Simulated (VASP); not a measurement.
Set up this calculation in VASP 6.6.1, as the native input.

- Task: single point
- Functional: PBE
- Potentials or basis: VASP PAW PBE potentials, release 64 (Hf_pv)
- Cutoff: 520 eV
- k mesh: 11 × 11 × 6
- Occupations: methfessel-paxton, width 0.3 eV
- Spin: no spin polarisation
- Dipole correction: no
- Further INCAR settings: ALGO = Normal; EDIFF = 1e-06; NBANDS = 17

The structure of Hf lies in POSCAR:

```
Hf
1.0
    3.2045059552      0.0000000000      0.0000000000
   -1.6022529776      2.7751835638      0.0000000000
    0.0000000000      0.0000000000      5.0738215932
Hf
2
Direct
    0.3333333333      0.6666666667      0.2500000000
    0.6666666667      0.3333333333      0.7500000000
```

These files were run (other wordings do the same):

INCAR

```
ALGO = Normal
EDIFF = 1E-6
ENCUT = 520
GGA = PE
ISIF = 2
ISMEAR = 1
LASPH = T
LCHARG = F
LREAL = F
LWAVE = F
NBANDS = 17
NELM = 100
PREC = Accurate
SIGMA = 0.3
```

KPOINTS

```
k-points
0
Gamma
  11 11 6
```

Potentials or basis: VASP PAW PBE potentials, release 64 (Hf_pv).

Run with:

```bash
$ cat potpaw_PBE.64/Hf_pv/POTCAR > POTCAR
$ mpirun -np 1 vasp_std > vasp.out
```

It gave:

```json
{"Pressure": "-0.5 GPa", "Band gap on the k mesh": "zero (band 10 reaches 6.04 eV, above the bottom of band 11 at 4.56 eV)"}
```

Caveat: spin-orbit coupling is left out, which moves the levels of the heavy elements.

Wall time 33 s on 1 thread of Intel Xeon 8259CL, with other jobs on the host, peak memory 0.18 GiB.
